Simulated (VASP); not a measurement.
# BaB12H12 (P31c) in VASP: electric field gradients with PBE

Aim: the electric field gradients of BaB12H12 with PBE.

Program: VASP 6.6.1. These are calculated values, not measurements. Logs are shortened: lines on timing, memory, paths and dates and some standing lists are left out, and cuts for length are marked.

### 1 The cell of the first run

Symmetry: P31c, No. 159, trigonal system. Conventional cell: a = 7.305 Å, b = 7.305 Å, c = 11.810 Å, α = 90.00°, β = 90.00°, γ = 120.00°. Ba (site symmetry 3) has 12 H at 2.73 to 2.97 Å and 12 B at 3.24 to 3.37 Å within 3.6 Å. Within 1.6 Å of B (site symmetry 1) lie 1 H at 1.20 Å. B (site symmetry 1) has 1 H at 1.20 Å within 1.6 Å. B (site symmetry 1) has 1 H at 1.20 Å within 1.6 Å. Within 1.6 Å of B (site symmetry 1) lie 1 H at 1.20 Å. H (site symmetry 1) has 1 B at 1.20 Å within 1.6 Å. H (site symmetry 1) has 1 B at 1.20 Å within 1.6 Å. Within 1.6 Å of H (site symmetry 1) lie 1 B at 1.20 Å.

### 2 Electric field gradients, PBE

File INCAR:

```
SYSTEM = BaB12H12
PREC = Accurate
ENCUT = 520
EDIFF = 1E-8
ISMEAR = -1
SIGMA = 0.05
LREAL = Auto
LASPH = .True.
NELM = 80
ALGO = Normal
ISIF = 2
LWAVE = .False.
LCHARG = .False.
GGA = PE
LEFG = .True.
NBANDS = 89
```

File KPOINTS:

```
Automatic mesh
0
Gamma
  5 5 3
  0 0 0
```

File POSCAR:

```
BaB12H12
1.0
    7.3053696191      0.0000000000      0.0000000000
   -3.6526848096      6.3266356742      0.0000000000
    0.0000000000      0.0000000000     11.8102396800
Ba B H
2 24 24
Direct
    0.6666666667      0.3333333333      0.2631376200
    0.3333333333      0.6666666667      0.7631376200
    0.9147885200      0.3861335000      0.6109410500
    0.4713449800      0.0852114800      0.6109410500
    0.6138665000      0.5286550200      0.6109410500
    0.5286550200      0.6138665000      0.1109410500
    0.3861335000      0.9147885200      0.1109410500
    0.0852114800      0.4713449800      0.1109410500
    0.5123992400      0.3002563700      0.5247869500
    0.7878571300      0.4876007600      0.5247869500
    0.6997436300      0.2121428700      0.5247869500
    0.2121428700      0.6997436300      0.0247869500
    0.3002563700      0.5123992400      0.0247869500
    0.4876007600      0.7878571300      0.0247869500
    0.8200589400      0.3649722000      0.7515893500
    0.5449132600      0.1799410600      0.7515893500
    0.6350278000      0.4550867400      0.7515893500
    0.4550867400      0.6350278000      0.2515893500
    0.3649722000      0.8200589400      0.2515893500
    0.1799410600      0.5449132600      0.2515893500
    0.4173025700      0.2806536100      0.6654171600
    0.8633510400      0.5826974300      0.6654171600
    0.7193463900      0.1366489600      0.6654171600
    0.1366489600      0.7193463900      0.1654171600
    0.2806536100      0.4173025700      0.1654171600
    0.5826974300      0.8633510400      0.1654171600
    0.0893256200      0.4217627700      0.5879963000
    0.3324371500      0.9106743800      0.5879963000
    0.5782372300      0.6675628500      0.5879963000
    0.6675628500      0.5782372300      0.0879963000
    0.4217627700      0.0893256200      0.0879963000
    0.9106743800      0.3324371500      0.0879963000
    0.3998187300      0.2757518700      0.4453776400
    0.8759331400      0.6001812700      0.4453776400
    0.7242481300      0.1240668600      0.4453776400
    0.1240668600      0.7242481300      0.9453776400
    0.2757518700      0.3998187300      0.9453776400
    0.6001812700      0.8759331400      0.9453776400
    0.9253194200      0.3840410600      0.8334442000
    0.4587216400      0.0746805800      0.8334442000
    0.6159589400      0.5412783600      0.8334442000
    0.5412783600      0.6159589400      0.3334442000
    0.3840410600      0.9253194200      0.3334442000
    0.0746805800      0.4587216400      0.3334442000
    0.2407799800      0.2418644200      0.6854035000
    0.0010844400      0.7592200200      0.6854035000
    0.7581355800      0.9989155600      0.6854035000
    0.9989155600      0.7581355800      0.1854035000
    0.2418644200      0.2407799800      0.1854035000
    0.7592200200      0.0010844400      0.1854035000
```

Potentials or basis: VASP PAW PBE potentials, release 64 (Ba_sv, B, H).

Run with:

```bash
cat potpaw_PBE.64/Ba_sv/POTCAR potpaw_PBE.64/B/POTCAR potpaw_PBE.64/H/POTCAR > POTCAR
mpirun -np 1 vasp_std > vasp.out
```

OUTCAR:

```text
SYSTEM = BaB12H12
   PREC = Accurate
   ENCUT = 520
   EDIFF = 1E-8
   ISMEAR = -1
   LREAL = Auto
   LASPH = .True.
   NELM = 80
   ISIF = 2
   GGA = PE

 ion  position               nearest neighbor table
   1  0.667  0.333  0.263-  32 2.73  31 2.73  30 2.73  44 2.77  43 2.77  42 2.77  35 2.79  34 2.79
                            33 2.79   8 3.24   7 3.24   6 3.24  11 3.26  10 3.26   9 3.26  20 3.27
   2  0.333  0.667  0.763-  28 2.73  27 2.73  29 2.73  40 2.77  39 2.77  41 2.77  36 2.79  38 2.79
                            37 2.79   4 3.24   3 3.24   5 3.24  12 3.26  14 3.26  13 3.26  16 3.27
   3  0.915  0.386  0.611-  27 1.20  11 1.77  10 1.77  15 1.78  22 1.78  23 1.78   2 3.24
   4  0.471  0.085  0.611-  28 1.20   9 1.77  11 1.77  16 1.78  23 1.78  21 1.78   2 3.24
   5  0.614  0.529  0.611-  29 1.20  10 1.77   9 1.77  17 1.78  21 1.78  22 1.78   2 3.24
   6  0.529  0.614  0.111-  30 1.20  14 1.77  13 1.77  18 1.78  25 1.78  26 1.78   1 3.24
   7  0.386  0.915  0.111-  31 1.20  12 1.77  14 1.77  19 1.78  26 1.78  24 1.78   1 3.24
   8  0.085  0.471  0.111-  32 1.20  13 1.77  12 1.77  20 1.78  24 1.78  25 1.78   1 3.24
[... 34 lines left out ...]
  43  0.384  0.925  0.333-  19 1.20   1 2.77
  44  0.075  0.459  0.333-  20 1.20   1 2.77
  45  0.241  0.242  0.685-  21 1.20
  46  0.001  0.759  0.685-  22 1.20
  47  0.758  0.999  0.685-  23 1.20
  48  0.999  0.758  0.185-  24 1.20
  49  0.242  0.241  0.185-  25 1.20
  50  0.759  0.001  0.185-  26 1.20

  LATTYP: Found a hexagonal cell.
 ALAT       =     7.3053696191
 C/A-ratio  =     1.6166519007

  Lattice vectors:

 A1 = (   7.3053696191,   0.0000000000,   0.0000000000)
 A2 = (  -3.6526848096,   6.3266356742,   0.0000000000)
 A3 = (   0.0000000000,   0.0000000000,  11.8102396800)

Analysis of symmetry for initial positions (statically):
=====================================================================
 Subroutine PRICEL returns:
 Original cell was already a primitive cell.

 Routine SETGRP: Setting up the symmetry group for a
 hexagonal supercell.

 Subroutine GETGRP returns: Found  6 space group operations
 (whereof  3 operations were pure point group operations)
 out of a pool of 24 trial point group operations.

The static configuration has the point symmetry C_3 .
 The point group associated with its full space group is C_3v.

Analysis of symmetry for dynamics (positions and initial velocities):
=====================================================================
 Subroutine PRICEL returns:
 Original cell was already a primitive cell.

 Routine SETGRP: Setting up the symmetry group for a
 hexagonal supercell.

 Subroutine GETGRP returns: Found  6 space group operations
 (whereof  3 operations were pure point group operations)
 out of a pool of 24 trial point group operations.

The dynamic configuration has the point symmetry C_3 .
 The point group associated with its full space group is C_3v.

 Subroutine INISYM returns: Found  6 space group operations
 (whereof  3 operations are pure point group operations),
 and found     1 'primitive' translations

----------------------------------------------------------------------------------------

                                     Primitive cell

  volume of cell :     545.8505

  direct lattice vectors                    reciprocal lattice vectors
     7.305369619  0.000000000  0.000000000     0.136885613  0.079030946  0.000000000
    -3.652684810  6.326635674  0.000000000     0.000000000  0.158061891  0.000000000
     0.000000000  0.000000000 11.810239680     0.000000000  0.000000000  0.084672287

  length of vectors
     7.305369619  7.305369619 11.810239680     0.158061891  0.158061891  0.084672287

  position of ions in fractional coordinates (direct lattice)
     0.666666667  0.333333333  0.263137620
     0.333333333  0.666666667  0.763137620
     0.914788520  0.386133500  0.610941050
     0.471344980  0.085211480  0.610941050
     0.613866500  0.528655020  0.610941050
     0.528655020  0.613866500  0.110941050
[... 42 lines left out ...]
     0.241864420  0.240779980  0.185403500
[... 121 lines left out ...]
   POTIM  = 0.5000    time-step for ionic-motion
   TEBEG  =    0.0;   TEEND  =   0.0 temperature during run
   PSTRESS=    0.0 pullay stress
   NELECT =     116.0000    total number of electrons
   NUPDOWN=      -1.0000    fix difference up-down
   EMIN   =  10.00;   EMAX   =-10.00  energy-range for DOS
   EFERMI =   0.00;   METHOD = LEGACY
   ISMEAR =    -1;   SIGMA  =   0.05  broadening in eV -4-tet -1-fermi 0-gaus
   EFERMI_NEDOS =   21; number of points for ismear=-14 and -15
   IALGO  =     38    algorithm
   IMIX   =      4    mixing-type and parameters
     AMIX     =   0.40;   BMIX     =  1.00
     AMIX_MAG =   1.60;   BMIX_MAG =  1.00
  volume/ion in A,a.u.               =      10.92        73.67
  Fermi-wavevector in a.u.,A,eV,Ry     =   0.976944  1.846156 12.985662  0.954419
  Thomas-Fermi vector in A             =   2.107602
   LORBIT       =      0    0 simple, 1 ext, 2 COOP (PROOUT), +10 PAW based schemes
   GGA     = PE    functional components
   LHFCALC =     F    Hartree Fock is set to
   AEXX    =    0.0000 exact exchange contribution
   IVDW    =     0    specifies the selected vdW correction
   LEPSILON=     F    determine dielectric tensor
   LRPA    =     F    only Hartree local field effects (RPA)
 non-spin polarized calculation
  energy-cutoff  :      520.00
  volume of cell :      545.85
 maximum number of plane-waves:     14732
 NGX is ok and might be reduce to    54
   NGX = 27   NGY = 27   NGZ = 43

 number of electron     116.0000000 magnetization

 Free energy of the ion-electron system (eV)
  ---------------------------------------------------
  ext. energy  EPLUGINS =         0.00000000
  ---------------------------------------------------
  free energy    TOTEN  =      -264.40096809 eV

  energy without entropy =     -264.40096809  energy(sigma->0) =     -264.40096809

 E-fermi :  -1.0557     XC(G=0):  -7.6844

 val. band max:       -2.3724877663   @ k =  -0.2000   0.4000   0.3333
 cond. band min:       3.5363667881   @ k =   0.0000   0.0000   0.0000
 fundamental gap:      5.9088545544
 Fermi energy:        -1.0557309745

 k-point     1 :       0.0000    0.0000    0.0000
  band No.  band energies     occupation
      1     -27.6752      2.00000
      2     -27.6752      2.00000
      3     -14.7168      2.00000
      4     -14.6988      2.00000
      5     -13.0075      2.00000
      6     -13.0059      2.00000
[... 865 lines left out ...]
     69       4.8799      0.00000
     70       4.9557      0.00000
 [bands above 70 left out]

------------------------ aborting loop because EDIFF is reached ----------------------------------------

  FORCE on cell =-STRESS in cart. coord.  units (eV):
  Direction    XX          YY          ZZ          XY          YZ          ZX
  --------------------------------------------------------------------------------------
  -------------------------------------------------------------------------------------
  Total        2.7665966      2.7665966      2.6037224     -0.0000000      0.0000000      0.0000000
  in kB        8.1204985      8.1204985      7.6424311     -0.0000000      0.0000000      0.0000000
  external PRESSURE =       7.9611427 kB  Pullay stress =       0.0000000 kB

 VOLUME and BASIS-vectors are now :
 -----------------------------------------------------------------------------
  energy-cutoff  :      520.00
  volume of cell :      545.85
      direct lattice vectors                 reciprocal lattice vectors
     7.305369619  0.000000000  0.000000000     0.136885613  0.079030946  0.000000000
    -3.652684810  6.326635674  0.000000000     0.000000000  0.158061891  0.000000000
     0.000000000  0.000000000 11.810239680     0.000000000  0.000000000  0.084672287

 POSITION                                       TOTAL-FORCE (eV/Angst)
 -----------------------------------------------------------------------------------
      3.65268      2.10888      3.10772        -0.000000     -0.000000     -0.009084
     -0.00000      4.21776      9.01284        -0.000000     -0.000000     -0.009084
      5.27244      2.44293      7.21536        -0.069323     -0.015038      0.030727
      3.13210      0.53910      7.21536         0.021638      0.067555      0.030727
      2.55351      3.34461      7.21536         0.047685     -0.052516      0.030727
      1.61976      3.88371      1.31024        -0.069323      0.015038      0.030727
[... 42 lines left out ...]
      0.88742      1.52333      2.18966         0.036566     -0.115903      0.015409
      5.54242      0.00686      2.18966         0.082092      0.089619      0.015409
 -----------------------------------------------------------------------------------
    total drift:                               -0.000001      0.000000      0.001082

  FREE ENERGIE OF THE ION-ELECTRON SYSTEM (eV)
  ---------------------------------------------------
  free  energy   TOTEN  =      -264.4009680861 eV

  energy  without entropy=     -264.4009680861  energy(sigma->0) =     -264.40096809

 Electric field gradients (V/A^2)
---------------------------------------------------------------------
 ion       V_xx      V_yy      V_zz      V_xy      V_xz      V_yz
---------------------------------------------------------------------
   1      11.105    11.105   -22.210     0.000    -0.000    -0.000
   2      11.105    11.105   -22.210     0.000     0.000    -0.000
   3      -8.256     4.522     3.734    -2.502     2.571     0.217
   4       3.494    -7.228     3.734    -4.282    -1.097    -2.335
   5      -0.839    -2.895     3.734     6.784    -1.473     2.118
   6      -8.256     4.522     3.734     2.502     2.571    -0.217
[... 42 lines left out ...]
  49      -6.357    15.237    -8.880    -8.568     2.249    -5.582
  50       2.415     6.464    -8.880    13.636     3.709     4.739
---------------------------------------------------------------------

 Electric field gradients after diagonalization (V/A^2)
 (convention: |V_zz| > |V_xx| > |V_yy|)
----------------------------------------------------------------------
 ion       V_xx      V_yy      V_zz     asymmetry (V_yy - V_xx)/ V_zz
----------------------------------------------------------------------
   1      11.105    11.105   -22.210       0.000
   2      11.105    11.105   -22.210       0.000
   3       5.075     4.162    -9.237       0.099
   4       5.075     4.161    -9.237       0.099
   5       5.075     4.161    -9.237       0.099
   6       5.075     4.161    -9.237       0.099
[... 42 lines left out ...]
  49     -10.240    -9.256    19.496       0.050
  50     -10.240    -9.258    19.498       0.050
----------------------------------------------------------------------

           NMR quadrupolar parameters

 Cq : quadrupolar parameter    Cq=e*Q*V_zz/h
 eta: asymmetry parameters     (V_yy - V_xx)/ V_zz
 Q  : nuclear electric quadrupole moment in mb (millibarn)
----------------------------------------------------------------------
 ion       Cq(MHz)       eta       Q (mb)
----------------------------------------------------------------------
   1      -0.054       0.000       1.000
   2      -0.054       0.000       1.000
   3      -0.022       0.099       1.000
   4      -0.022       0.099       1.000
   5      -0.022       0.099       1.000
   6      -0.022       0.099       1.000
[... 42 lines left out ...]
  49       0.047       0.050       1.000
  50       0.047       0.050       1.000
----------------------------------------------------------------------
```

It took 23 min on 1 thread of Intel Xeon Platinum 8259CL at 2.50GHz (Skylake/Cascade Lake), shared host; peak memory 0.78 GiB.

What came out:

```
Free energy                             : -264.4010 eV
Pressure                                : 0.8 GPa
Largest force                           : 0.141 eV/Å
Band gap on the k mesh                  : 5.91 eV (least direct gap 5.93 eV)
Largest electric field gradient by atom : Ba -22.2; B -9.2, -9.4, -10.9 (each value once); H +19.6, +19.4, +19.5 (each value once) V/Å²
```

Forces in eV/Å, atoms in the order of the input:
```
Ba   0.000  0.000 -0.009
Ba   0.000  0.000 -0.009
B   -0.069 -0.015  0.031
B    0.022  0.068  0.031
B    0.048 -0.053  0.031
B   -0.069  0.015  0.031
B    0.022 -0.068  0.031
B    0.048  0.053  0.031
B    0.051  0.009  0.054
B   -0.017 -0.048  0.054
B   -0.033  0.039  0.054
B    0.051 -0.009  0.054
B   -0.017  0.048  0.054
B   -0.033 -0.039  0.054
B   -0.043 -0.002 -0.066
B    0.020  0.038 -0.066
B    0.023 -0.036 -0.066
B   -0.043  0.002 -0.066
B    0.020 -0.038 -0.066
B    0.023  0.036 -0.066
B    0.090  0.024 -0.018
B   -0.024 -0.090 -0.018
B   -0.066  0.066 -0.018
B    0.090 -0.024 -0.018
B   -0.024  0.090 -0.018
B   -0.066 -0.066 -0.018
H    0.138  0.022 -0.023
H   -0.050 -0.130 -0.023
H   -0.088  0.108 -0.023
H    0.138 -0.022 -0.023
H   -0.050  0.130 -0.023
H   -0.088 -0.108 -0.023
H   -0.067 -0.014 -0.090
H    0.021  0.064 -0.090
H    0.045 -0.051 -0.090
H   -0.067  0.014 -0.090
H    0.021 -0.064 -0.090
H    0.045  0.051 -0.090
H    0.070  0.019  0.100
H   -0.019 -0.070  0.100
H   -0.051  0.051  0.100
H    0.070 -0.019  0.100
H   -0.019  0.070  0.100
H   -0.051 -0.051  0.100
H   -0.119 -0.026  0.015
H    0.037  0.116  0.015
H    0.082 -0.090  0.015
H   -0.119  0.026  0.015
H    0.037 -0.116  0.015
H    0.082  0.090  0.015
```

Electric field gradients, principal values (V/Å²):
| atom | least | middle | greatest (by size) |
| --- | --- | --- | --- |
| 1 Ba | 11.105 | 11.105 | -22.210 |
| 2 Ba | 11.105 | 11.105 | -22.210 |
| 3 B | 4.162 | 5.075 | -9.237 |
| 4 B | 4.161 | 5.075 | -9.237 |
| 5 B | 4.161 | 5.075 | -9.237 |
| 6 B | 4.161 | 5.075 | -9.237 |
| 7 B | 4.162 | 5.075 | -9.237 |
| 8 B | 4.161 | 5.075 | -9.237 |
| 9 B | 4.419 | 4.947 | -9.366 |
| 10 B | 4.419 | 4.947 | -9.366 |
| 11 B | 4.419 | 4.947 | -9.366 |
| 12 B | 4.419 | 4.947 | -9.366 |
| 13 B | 4.419 | 4.947 | -9.366 |
| 14 B | 4.419 | 4.947 | -9.366 |
| 15 B | 4.185 | 5.252 | -9.437 |
| 16 B | 4.185 | 5.252 | -9.437 |
| 17 B | 4.185 | 5.252 | -9.437 |
| 18 B | 4.185 | 5.252 | -9.437 |
| 19 B | 4.185 | 5.252 | -9.437 |
| 20 B | 4.185 | 5.252 | -9.437 |
| 21 B | 4.862 | 6.009 | -10.871 |
| 22 B | 4.862 | 6.009 | -10.871 |
| 23 B | 4.862 | 6.009 | -10.871 |
| 24 B | 4.862 | 6.009 | -10.871 |
| 25 B | 4.862 | 6.009 | -10.871 |
| 26 B | 4.862 | 6.009 | -10.871 |
| 27 H | -9.027 | -10.542 | 19.569 |
| 28 H | -9.028 | -10.542 | 19.570 |
| 29 H | -9.028 | -10.541 | 19.569 |
| 30 H | -9.028 | -10.541 | 19.569 |
| 31 H | -9.027 | -10.542 | 19.569 |
| 32 H | -9.028 | -10.542 | 19.570 |
| 33 H | -9.014 | -10.372 | 19.385 |
| 34 H | -9.013 | -10.373 | 19.386 |
| 35 H | -9.014 | -10.371 | 19.385 |
| 36 H | -9.014 | -10.371 | 19.385 |
| 37 H | -9.014 | -10.372 | 19.385 |
| 38 H | -9.013 | -10.373 | 19.386 |
| 39 H | -8.989 | -10.403 | 19.392 |
| 40 H | -8.990 | -10.403 | 19.393 |
| 41 H | -8.990 | -10.403 | 19.393 |
| 42 H | -8.990 | -10.403 | 19.393 |
| 43 H | -8.989 | -10.403 | 19.392 |
| 44 H | -8.990 | -10.403 | 19.393 |
| 45 H | -9.256 | -10.240 | 19.496 |
| 46 H | -9.258 | -10.240 | 19.498 |
| 47 H | -9.255 | -10.240 | 19.495 |
| 48 H | -9.255 | -10.240 | 19.495 |
| 49 H | -9.256 | -10.240 | 19.496 |
| 50 H | -9.258 | -10.240 | 19.498 |

Caveat: without QUAD_EFG the Cq values of the log hold for a quadrupole moment of 1 mb, not for the nuclei; spin-orbit coupling is left out, which moves the levels of the heavy elements.
